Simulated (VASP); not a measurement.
# Sc5AlN6 (P-3m1) in VASP: single point with PBE

Aim: the single point of Sc5AlN6 with PBE.

All numbers are computed with VASP 6.6.1; they aren't measurements. Logs are shortened: lines on timing, memory, paths and dates and some standing lists are left out, and cuts for length are marked.

## Step 1: The cell of the first run

The structure is trigonal, space group P-3m1 (No. 164). The conventional cell has a = 3.147 Å, b = 3.147 Å, c = 15.362 Å, α = 90.00°, β = 90.00°, γ = 120.00°. Sc (site symmetry 3m) has 6 N at 2.24 Å within 3.0 Å. Sc (site symmetry 3m) has 6 N at 2.24 Å within 3.0 Å. Within 3.0 Å of Sc (site symmetry -3m) lie 6 N at 2.24 Å. Within 2.8 Å of Al (site symmetry -3m) lie 6 N at 2.14 Å. N (site symmetry 3m) has 6 Sc at 2.24 Å within 3.0 Å. Within 2.8 Å of N (site symmetry 3m) lie 3 Al at 2.14 Å and 3 Sc at 2.24 Å. Within 3.0 Å of N (site symmetry 3m) lie 6 Sc at 2.24 Å.

## Step 2: Single point, PBE

INCAR

```
PREC = Accurate
ENCUT = 520
EDIFF = 1E-6
ISMEAR = 0
SIGMA = 0.1
LREAL = F
LASPH = T
NELM = 80
ALGO = Normal
ISIF = 2
LWAVE = F
LCHARG = F
GGA = PE
NBANDS = 56
```

KPOINTS

```
Automatic mesh
0
Gamma
  6 6 1
```

POSCAR

```
Sc5AlN6
1.0
    3.1471206000      0.0000000000      0.0000000000
   -1.5735603000      2.7254864000      0.0000000000
    0.0000000000      0.0000000000     15.3617850000
Sc Al N
5 1 6
Direct
    0.3333333000      0.6666667000      0.8294800000
    0.6666667000      0.3333333000      0.6587430000
    0.3333333000      0.6666667000      0.3412570000
    0.6666667000      0.3333333000      0.1705200000
    0.0000000000      0.0000000000      0.0000000000
    0.0000000000      0.0000000000      0.5000000000
    0.0000000000      0.0000000000      0.7441590000
    0.3333333000      0.6666667000      0.5736770000
    0.6666667000      0.3333333000      0.4263230000
    0.0000000000      0.0000000000      0.2558410000
    0.3333333000      0.6666667000      0.0852740000
    0.6666667000      0.3333333000      0.9147260000
```

Potentials or basis: VASP PAW PBE potentials, release 64 (Sc_sv, Al, N).

The run is started by

```console
> cat potpaw_PBE.64/Sc_sv/POTCAR potpaw_PBE.64/Al/POTCAR potpaw_PBE.64/N/POTCAR > POTCAR
> mpirun -np 1 vasp_std > vasp.out
```

OUTCAR:

```text
PREC = Accurate
   ENCUT = 520
   EDIFF = 1E-6
   ISMEAR = 0
   LREAL = F
   LASPH = T
   NELM = 80
   ISIF = 2
   GGA = PE

 ion  position               nearest neighbor table
   1  0.333  0.667  0.829-  12 2.24  12 2.24  12 2.24   7 2.24   7 2.24   7 2.24   5 3.19   5 3.19
                             5 3.19   2 3.19   2 3.19   2 3.19
   2  0.667  0.333  0.659-   8 2.24   8 2.24   8 2.24   7 2.24   7 2.24   7 2.24   6 3.04   6 3.04
                             6 3.04   1 3.19   1 3.19   1 3.19
   3  0.333  0.667  0.341-   9 2.24   9 2.24   9 2.24  10 2.24  10 2.24  10 2.24   6 3.04   6 3.04
                             6 3.04   4 3.19   4 3.19   4 3.19
   4  0.667  0.333  0.171-  11 2.24  11 2.24  11 2.24  10 2.24  10 2.24  10 2.24   5 3.19   5 3.19
                             5 3.19   3 3.19   3 3.19   3 3.19
   5  0.000  0.000  0.000-  11 2.24  12 2.24  12 2.24  11 2.24  12 2.24  11 2.24   1 3.19   4 3.19
                             1 3.19   4 3.19   4 3.19   1 3.19
   6  0.000  0.000  0.500-   8 2.14   9 2.14   9 2.14   8 2.14   9 2.14   8 2.14   2 3.04   3 3.04
                             3 3.04   2 3.04   2 3.04   3 3.04
   7  0.000  0.000  0.744-   1 2.24   1 2.24   1 2.24   2 2.24   2 2.24   2 2.24
   8  0.333  0.667  0.574-   6 2.14   6 2.14   6 2.14   2 2.24   2 2.24   2 2.24
   9  0.667  0.333  0.426-   6 2.14   6 2.14   6 2.14   3 2.24   3 2.24   3 2.24
  10  0.000  0.000  0.256-   4 2.24   4 2.24   4 2.24   3 2.24   3 2.24   3 2.24
  11  0.333  0.667  0.085-   4 2.24   4 2.24   4 2.24   5 2.24   5 2.24   5 2.24
  12  0.667  0.333  0.915-   1 2.24   1 2.24   1 2.24   5 2.24   5 2.24   5 2.24

  LATTYP: Found a hexagonal cell.
 ALAT       =     3.1471206000
 C/A-ratio  =     4.8812190419

  Lattice vectors:

 A1 = (   3.1471206000,   0.0000000000,   0.0000000000)
 A2 = (  -1.5735603000,   2.7254864000,   0.0000000000)
 A3 = (   0.0000000000,   0.0000000000,  15.3617850000)

Analysis of symmetry for initial positions (statically):
=====================================================================
 Subroutine PRICEL returns:
 Original cell was already a primitive cell.

 Routine SETGRP: Setting up the symmetry group for a
 hexagonal supercell.

 Subroutine GETGRP returns: Found 12 space group operations
 (whereof 12 operations were pure point group operations)
 out of a pool of 24 trial point group operations.

The static configuration has the point symmetry D_3d.

Analysis of symmetry for dynamics (positions and initial velocities):
=====================================================================
 Subroutine PRICEL returns:
 Original cell was already a primitive cell.
[... 124 lines left out ...]
   EFERMI =   0.00;   METHOD = LEGACY
   ISMEAR =     0;   SIGMA  =   0.10  broadening in eV -4-tet -1-fermi 0-gaus
   EFERMI_NEDOS =   21; number of points for ismear=-14 and -15
   IALGO  =     38    algorithm
   IMIX   =      4    mixing-type and parameters
     AMIX     =   0.40;   BMIX     =  1.00
     AMIX_MAG =   1.60;   BMIX_MAG =  1.00
  volume/ion in A,a.u.               =      10.98        74.10
  Fermi-wavevector in a.u.,A,eV,Ry     =   1.430988  2.704175 27.861017  2.047727
  Thomas-Fermi vector in A             =   2.550774
   LORBIT       =      0    0 simple, 1 ext, 2 COOP (PROOUT), +10 PAW based schemes
   GGA     = PE    functional components
   LHFCALC =     F    Hartree Fock is set to
   AEXX    =    0.0000 exact exchange contribution
   IVDW    =     0    specifies the selected vdW correction
   LEPSILON=     F    determine dielectric tensor
   LRPA    =     F    only Hartree local field effects (RPA)
 non-spin polarized calculation
 Gauss-broadening in eV      SIGMA  =   0.10
  energy-cutoff  :      520.00
  volume of cell :      131.76
 maximum number of plane-waves:      3576
 NGX is ok and might be reduce to    24
   NGX = 11   NGY = 11   NGZ = 57

 number of electron      88.0000009 magnetization

 Free energy of the ion-electron system (eV)
  ---------------------------------------------------
  ext. energy  EPLUGINS =         0.00000000
  ---------------------------------------------------
  free energy    TOTEN  =      -106.04051894 eV

  energy without entropy =     -106.03656317  energy(sigma->0) =     -106.03854105

 E-fermi :   6.2176     XC(G=0): -11.9238

 val. band max:        6.1805975342   @ k =   0.0000   0.0000   0.0000
 cond. band min:       6.3035711710   @ k =   0.5000   0.0000   0.0000
 fundamental gap:      0.1229736368
 Fermi energy:         6.2175896958

 k-point     1 :       0.0000    0.0000    0.0000
  band No.  band energies     occupation
      1     -42.1926      2.00000
      2     -42.1925      2.00000
      3     -42.0374      2.00000
      4     -42.0098      2.00000
      5     -41.9703      2.00000
      6     -21.1231      2.00000
[... 402 lines left out ...]
     55      10.9221      0.00000
     56      11.0010      0.00000

------------------------ aborting loop because EDIFF is reached ----------------------------------------

  FORCE on cell =-STRESS in cart. coord.  units (eV):
  Direction    XX          YY          ZZ          XY          YZ          ZX
  --------------------------------------------------------------------------------------
  -------------------------------------------------------------------------------------
  Total        0.8054873      0.8054873      0.5382941     -0.0000000     -0.0000000     -0.0000000
  in kB        9.7942279      9.7942280      6.5453234     -0.0000000     -0.0000000     -0.0000000
  external PRESSURE =       8.7112598 kB  Pullay stress =       0.0000000 kB

 VOLUME and BASIS-vectors are now :
 -----------------------------------------------------------------------------
  energy-cutoff  :      520.00
  volume of cell :      131.76
      direct lattice vectors                 reciprocal lattice vectors
     3.147120600  0.000000000  0.000000000     0.317750772  0.183453493  0.000000000
    -1.573560300  2.725486400  0.000000000     0.000000000  0.366906986  0.000000000
     0.000000000  0.000000000 15.361785000     0.000000000  0.000000000  0.065096602

 POSITION                                       TOTAL-FORCE (eV/Angst)
 -----------------------------------------------------------------------------------
     -0.00000      1.81699     12.74229         0.000000      0.000000      0.014170
      1.57356      0.90850     10.11947         0.000000     -0.000000      0.020557
     -0.00000      1.81699      5.24232        -0.000000      0.000000     -0.020557
      1.57356      0.90850      2.61949        -0.000000      0.000000     -0.014170
      0.00000      0.00000      0.00000         0.000000      0.000000      0.000000
      0.00000      0.00000      7.68089         0.000000      0.000000      0.000000
      0.00000      0.00000     11.43161         0.000000      0.000000     -0.014139
     -0.00000      1.81699      8.81270         0.000000      0.000000     -0.075591
      1.57356      0.90850      6.54908        -0.000000      0.000000      0.075591
      0.00000      0.00000      3.93017         0.000000     -0.000000      0.014139
     -0.00000      1.81699      1.30996        -0.000000      0.000000      0.005859
      1.57356      0.90850     14.05182         0.000000     -0.000000     -0.005859
 -----------------------------------------------------------------------------------
    total drift:                               -0.000000     -0.000000      0.000000

  FREE ENERGIE OF THE ION-ELECTRON SYSTEM (eV)
  ---------------------------------------------------
  free  energy   TOTEN  =      -106.0405189367 eV

  energy  without entropy=     -106.0365631683  energy(sigma->0) =     -106.03854105
```

It took 70 s on 1 thread of Intel Xeon Platinum 8488C (Sapphire Rapids), shared host; peak memory 0.26 GiB.

Results:

| Property | Result |
| --- | --- |
| Free energy | -106.0405 eV |
| Pressure | 0.9 GPa |
| Largest force | 0.076 eV/Å |
| Band gap on the k mesh | 0.12 eV, indirect (least direct gap 1.19 eV) |

Forces in eV/Å, atoms in the order of the input:
```
Sc   0.000  0.000  0.014
Sc   0.000  0.000  0.021
Sc   0.000  0.000 -0.021
Sc   0.000  0.000 -0.014
Sc   0.000  0.000  0.000
Al   0.000  0.000  0.000
N    0.000  0.000 -0.014
N    0.000  0.000 -0.076
N    0.000  0.000  0.076
N    0.000  0.000  0.014
N    0.000  0.000  0.006
N    0.000  0.000 -0.006
```

Stress tensor (GPa, compression positive):
```
0.98 0.00 0.00
0.00 0.98 0.00
0.00 0.00 0.65
```

Levels at points of the mesh, in eV from the valence-band top:
```csv
k point,band 40,band 41,band 42,band 43,band 44,band 45,band 46,band 47,band 48,band 49
"(0.00, 0.00, 0.00)",-0.78,-0.78,-0.11,-0.11,0.00,2.39,2.58,2.58,2.76,2.93
"(0.50, 0.00, 0.00)",-2.02,-1.72,-1.19,-1.15,-1.06,0.12,1.32,1.87,3.26,4.07
```

A k mesh can miss the band edges.
